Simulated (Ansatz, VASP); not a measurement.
## Br: VASP beside Ansatz

```
CELL_PARAMETERS angstrom
0.00000 3.30000 3.30000
3.30000 0.00000 3.30000
3.30000 3.30000 0.00000
ATOMIC_POSITIONS crystal
Br 0.50000 0.50000 0.50000
```

Alike in both runs: task single point; functional PBE; k mesh 8 × 8 × 8; occupations gaussian, width 0.1 eV; collinear spin.

|  | VASP | Ansatz |
| --- | --- | --- |
| version | VASP 6.6.1 | Ansatz 0.2.0 |
| potentials or method | VASP PAW PBE potentials, release 64 (Br), cutoff 520 eV | scalar-relativistic, plane waves, PAW |
| valence electrons in the cell | 7 | 7 |

```tsv
	VASP	Ansatz	Ansatz less VASP
gap on the k mesh at the Fermi level (eV)	none	none	-
net moment per atom (μB)	1.00	1.00	0.000
size of the moment on the site where the two differ most (μB)	0.70	0.99	+0.291
```

Site moments also hang on the region over which each program counts them. A gap of «none» marks a metal or a gap that the smearing closes.
